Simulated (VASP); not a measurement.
The system is Si5Ge.

```
Si Ge
1.0
     2.00701   -5.89108    0.00000
     2.00701    5.89108    0.00000
     0.00000    0.00000    4.00828
Si Ge
5 1
Direct
  0.33658 0.66342 0.00000
  0.66342 0.33658 0.00000
  0.50000 0.50000 0.50000
  0.83417 0.16583 0.50000
  0.16583 0.83417 0.50000
  0.00000 0.00000 0.00000
```

The cell was built from a structure type or drawn by symmetry, and may not be a known phase.

| Item | Value |
| --- | --- |
| Program | VASP 6.6.1 |
| Task | relaxation of cell and atoms |
| Functional | PBE |
| Potentials or basis | VASP PAW PBE potentials, release 64 (Si, Ge_d) |
| Cutoff | 600 eV |
| k mesh | 4 × 4 × 4 |
| Occupations | gaussian, width 0.1 eV |
| Spin | no spin polarisation |

At the start: pressure -0.9 GPa; volume 15.80 Å³/atom.

Task: Where does the relaxation end?

Result: Over 20 steps the energy falls by 82.0 meV/atom and the volume is 15.43 Å³/atom (-2.3 %); space group Cmmm (No. 65, to 0.1 Å) before and after.

Step by step:
```csv
step,energy change (eV),largest force (eV/Å),pressure (GPa),volume (Å³)
1,0.0000,0.5950,-0.88,94.78
2,-0.1779,0.3464,-0.33,93.56
3,-0.2813,0.4410,2.73,89.42
4,-0.3407,0.4972,2.94,89.45
5,-0.3478,0.5024,3.03,89.46
6,-0.3487,0.5093,3.09,89.46
7,-0.3872,0.3980,2.20,90.14
8,-0.4563,0.0952,-0.06,92.19
9,-0.4247,0.1700,-3.40,96.33
10,-0.4661,0.0946,-1.54,93.77
11,-0.4669,0.0653,-1.23,93.46
12,-0.4778,0.0973,-0.84,93.00
13,-0.4865,0.1033,0.37,91.89
14,-0.4868,0.1125,0.21,92.05
15,-0.4894,0.0847,0.25,92.02
16,-0.4897,0.0707,0.26,92.01
17,-0.4902,0.0675,0.11,92.20
18,-0.4908,0.0585,-0.26,92.65
19,-0.4912,0.0493,-0.23,92.62
20,-0.4918,0.0262,-0.12,92.57
```

Final structure:
```yaml
crystal:
  lattice:
    - [1.87584, -6.53669, 0.00000]
    - [1.87584, 6.53669, 0.00000]
    - [0.00000, 0.00000, 3.77472]
  atoms:
    - { symbol: Si, position: [0.32690, 0.67310, 0.00000] }
    - { symbol: Si, position: [0.67310, 0.32690, 0.00000] }
    - { symbol: Si, position: [0.50000, 0.50000, 0.50000] }
    - { symbol: Si, position: [0.82622, 0.17378, 0.50000] }
    - { symbol: Si, position: [0.17378, 0.82622, 0.50000] }
    - { symbol: Ge, position: [0.00000, 0.00000, 0.00000] }
```

Caveat: the k points lie up to 0.44 Å⁻¹ apart in the final cell, too coarse for converged energies and pressures of a metal.
